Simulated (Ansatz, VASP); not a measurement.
**One calculation of GaC3, two programs**

File INCAR:

```
PREC = Accurate
ENCUT = 520
EDIFF = 1E-6
ISMEAR = -1
SIGMA = 0.05
LREAL = False
LASPH = True
NELM = 80
ALGO = Normal
ISIF = 2
LWAVE = False
LCHARG = True
GGA = PS
LELF = True
LVHAR = True
NBANDS = 20
```

Contents of KPOINTS:

```
regular mesh
0
Gamma
  7 7 7
```

Contents of POSCAR:

```
GaC3
1.0
    3.3409284286      0.0000000000      0.0000000000
    0.0000000000      3.3409284286      0.0000000000
    0.0000000000      0.0000000000      3.3409284286
Ga C
1 3
Direct
    0.0000000000      0.0000000000      0.0000000000
    0.0000000000      0.5000000000      0.5000000000
    0.5000000000      0.0000000000      0.5000000000
    0.5000000000      0.5000000000      0.0000000000
```

Input for Ansatz:

```yaml
crystal:
  lattice:
    - [3.340928428649118, 0.0, 0.0]
    - [0.0, 3.340928428649118, 0.0]
    - [0.0, 0.0, 3.340928428649118]
  atoms:
    - { symbol: Ga, position: [0.0, 0.0, 0.0] }
    - { symbol: C, position: [0.0, 0.5, 0.5] }
    - { symbol: C, position: [0.5, 0.0, 0.5] }
    - { symbol: C, position: [0.5, 0.5, 0.0] }
basis:
  ecutwfc: 470.0
kpoints:
  mp_grid:
    grid: [7, 7, 7]
hamiltonian:
  xc: pbesol
  pseudopotentials:
    kind: paw
scf:
  occupations:
    method: fermi_dirac
    width: 0.05
output:
  stress: true
```

Alike in both runs: task single point; functional PBEsol; k mesh 7 × 7 × 7; occupations fermi-dirac, width 0.05 eV; no spin polarisation.

|  | VASP | Ansatz |
| --- | --- | --- |
| version | VASP 6.6.1 | Ansatz 0.2.0 |
| potentials or method | VASP PAW PBE potentials, release 64 (Ga_d, C), cutoff 520 eV | plane waves, PAW |
| valence electrons in the cell | 25 | 25 |

```tsv
	VASP	Ansatz	Ansatz less VASP
pressure (GPa)	-6.9	-7.2	-0.27
```

VASP's potentials were made for PBE, not for PBEsol. With one functional, cell and mesh, what is left measures potentials, basis and numerics.
